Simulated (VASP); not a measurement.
# PbI2 (P-3m1) in VASP: further runs, part 2 of 2

VASP 6.6.1. Earlier steps stand in the parts before.

## Step 5: Single point, r2SCAN

POSCAR

```
PbI2
1.0
    4.5550000000      0.0000000000      0.0000000000
   -2.2775000000      3.9447460000      0.0000000000
    0.0000000000      0.0000000000      6.9770000000
Pb I
1 2
Direct
    0.0000000000      0.0000000000      0.0000000000
    0.3333333333      0.6666666667      0.2650000000
    0.6666666667      0.3333333333      0.7350000000
```

INCAR.step1

```
SYSTEM = PbI2
PREC     = Accurate       ! precision mode
ENCUT    = 550            ! plane-wave cutoff, eV
ISMEAR   = 0              ! smearing method
SIGMA    = 0.01           ! smearing width, eV
LREAL    = .False.        ! projectors in reciprocal space
LASPH    = .True.         ! aspherical terms in the spheres
NELM     = 120            ! most SCF steps
NBANDS   = 21             ! bands
GGA      = PE             ! functional
ALGO     = Normal         ! electronic algorithm
EDIFF    = 1E-5           ! SCF threshold, eV
LWAVE    = .True.         ! write WAVECAR
LCHARG   = .False.        ! write CHGCAR
GGA_COMPAT= .False.
```

INCAR.step2

```
SYSTEM = PbI2
PREC     = Accurate       ! precision mode
ENCUT    = 550            ! plane-wave cutoff, eV
EDIFF    = 1E-6           ! SCF threshold, eV
ISMEAR   = 0              ! smearing method
SIGMA    = 0.01           ! smearing width, eV
LREAL    = .False.        ! projectors in reciprocal space
LASPH    = .True.         ! aspherical terms in the spheres
NELM     = 120            ! most SCF steps
ALGO     = Normal         ! electronic algorithm
ISIF     = 2              ! what is computed and relaxed
LWAVE    = .False.        ! write WAVECAR
LCHARG   = .True.         ! write CHGCAR
METAGGA  = R2SCAN         ! meta-GGA
LMIXTAU  = .True.       
LELF     = .True.         ! ELF
LVHAR    = .True.       
NBANDS   = 21             ! bands
ISTART   = 1            
GGA_COMPAT= .False.
```

KPOINTS

```
Automatic mesh
0
Gamma
  6 6 4
  0 0 0
```

Potentials or basis: VASP PAW PBE potentials, release 64 (Pb_d, I).

Launch:

```bash
> cat potpaw_PBE.64/Pb_d/POTCAR potpaw_PBE.64/I/POTCAR > POTCAR
> cp INCAR.step1 INCAR
> mpirun -np 1 vasp_std > vasp.out
> cp INCAR.step2 INCAR
> mpirun -np 1 vasp_std > vasp.out
```

OUTCAR:

```text
SYSTEM = PbI2
   PREC = Accurate
   ENCUT = 550
   EDIFF = 1E-6
   ISMEAR = 0
   LREAL = .False.
   LASPH = .True.
   NELM = 120
   ISIF = 2
   METAGGA = R2SCAN
   ISTART = 1

 ion  position               nearest neighbor table
   1  0.000  0.000  0.000-   2 3.21   3 3.21   3 3.21   2 3.21   3 3.21   2 3.21
   2  0.333  0.667  0.265-   1 3.21   1 3.21   1 3.21
   3  0.667  0.333  0.735-   1 3.21   1 3.21   1 3.21

  LATTYP: Found a hexagonal cell.
 ALAT       =     4.5550000000
 C/A-ratio  =     1.5317233809
[... 767 lines left out ...]

  FORCE on cell =-STRESS in cart. coord.  units (eV):
  Direction    XX          YY          ZZ          XY          YZ          ZX
  --------------------------------------------------------------------------------------
  -------------------------------------------------------------------------------------
  Total        0.9762586      0.9762587      1.0795058     -0.0000000     -0.0000000      0.0000000
  in kB       12.4766876     12.4766894     13.7961983     -0.0000000     -0.0000000      0.0000000
  external PRESSURE =      12.9165251 kB  Pullay stress =       0.0000000 kB

 VOLUME and BASIS-vectors are now :
 -----------------------------------------------------------------------------
  energy-cutoff  :      550.00
  volume of cell :      125.36
      direct lattice vectors                 reciprocal lattice vectors
     4.555000000  0.000000000  0.000000000     0.219538968  0.126750873  0.000000000
    -2.277500000  3.944746000  0.000000000     0.000000000  0.253501746  0.000000000
     0.000000000  0.000000000  6.977000000     0.000000000  0.000000000  0.143328078

 POSITION                                       TOTAL-FORCE (eV/Angst)
 -----------------------------------------------------------------------------------
      0.00000      0.00000      0.00000         0.000000      0.000000      0.000000
     -0.00000      2.62983      1.84891        -0.000000     -0.000000      0.126276
      2.27750      1.31492      5.12809         0.000000      0.000000     -0.126276
 -----------------------------------------------------------------------------------
    total drift:                               -0.000000     -0.000000      0.000000

  FREE ENERGIE OF THE ION-ELECTRON SYSTEM (eV)
  ---------------------------------------------------
  free  energy   TOTEN  =      -107.6620105996 eV

  energy  without entropy=     -107.6620105996  energy(sigma->0) =     -107.66201060
```

OSZICAR.step1:

```text
N       E                     dE             d eps       ncg     rms          rms(c)
DAV:   1     0.240159622290E+03    0.24016E+03   -0.12160E+04  1008   0.124E+03
DAV:   2     0.159977765218E+02   -0.22416E+03   -0.21378E+03  1064   0.301E+02
DAV:   3    -0.775527796816E+01   -0.23753E+02   -0.23451E+02  1361   0.106E+02
DAV:   4    -0.869440530034E+01   -0.93913E+00   -0.93779E+00  1305   0.238E+01
DAV:   5    -0.872125429860E+01   -0.26849E-01   -0.26848E-01  1415   0.369E+00    0.361E+00
DAV:   6    -0.855145990112E+01    0.16979E+00   -0.40612E-01  1331   0.417E+00    0.244E+00
DAV:   7    -0.854822396972E+01    0.32359E-02   -0.16793E-01  1337   0.192E+00    0.110E+00
DAV:   8    -0.855040139509E+01   -0.21774E-02   -0.21164E-02  1153   0.127E+00    0.218E-01
DAV:   9    -0.855050162894E+01   -0.10023E-03   -0.23861E-03  1232   0.382E-01    0.994E-02
DAV:  10    -0.855062867824E+01   -0.12705E-03   -0.33864E-04  1163   0.134E-01    0.264E-02
DAV:  11    -0.855064682580E+01   -0.18148E-04   -0.45915E-05  1229   0.378E-02    0.141E-02
DAV:  12    -0.855064731090E+01   -0.48510E-06   -0.73810E-06   740   0.160E-02
   1 F= -.85506473E+01 E0= -.85506473E+01  d E =-.338751E-61
```

It took 4.4 min on 1 thread of Intel Xeon 8259CL, shared host; peak memory 0.31 GiB.

What came out:

- Free energy: -107.6620 eV
- Pressure: 1.3 GPa
- Largest force: 0.126 eV/Å
- Band gap on the k mesh: 2.61 eV

Forces on the atoms (eV/Å):
```
Pb   0.000  0.000  0.000
I    0.000  0.000  0.126
I    0.000  0.000 -0.126
```

Stress tensor (GPa, compression positive):
```
1.25 0.00 0.00
0.00 1.25 0.00
0.00 0.00 1.38
```

Caveat: the PAW data sets were made with another functional, which shifts forces and pressure a little; spin-orbit coupling is left out, which moves the levels of the heavy elements.

## Step 6: Summary

| k mesh | gap on the mesh (eV) | pressure (GPa) | largest force (eV/Å) |
| --- | --- | --- | --- |
| 2 × 2 × 1 | 3.18 | 1.9 | 0.17 |
| 3 × 3 × 2 | 2.61 | 1.3 | 0.08 |
| 4 × 4 × 3 | 2.79 | 1.3 | 0.13 |
| 6 × 6 × 4 | 2.61 | 1.3 | 0.13 |

Alike in all rows: task single point; level r2SCAN; potentials or basis VASP PAW PBE potentials, release 64 (Pb_d, I); no spin polarisation; cell as given; cutoff (eV) 550; smearing gaussian 0.01 eV.

Caveats: some runs use coarse meshes; the PAW data sets were made with another functional, which shifts forces and pressure a little; spin-orbit coupling is left out, which moves the levels of the heavy elements; an odd mesh through Γ misses points on the zone boundary, where band edges can lie (at least some runs).

Absolute energies hang on the potentials; compare differences alone.
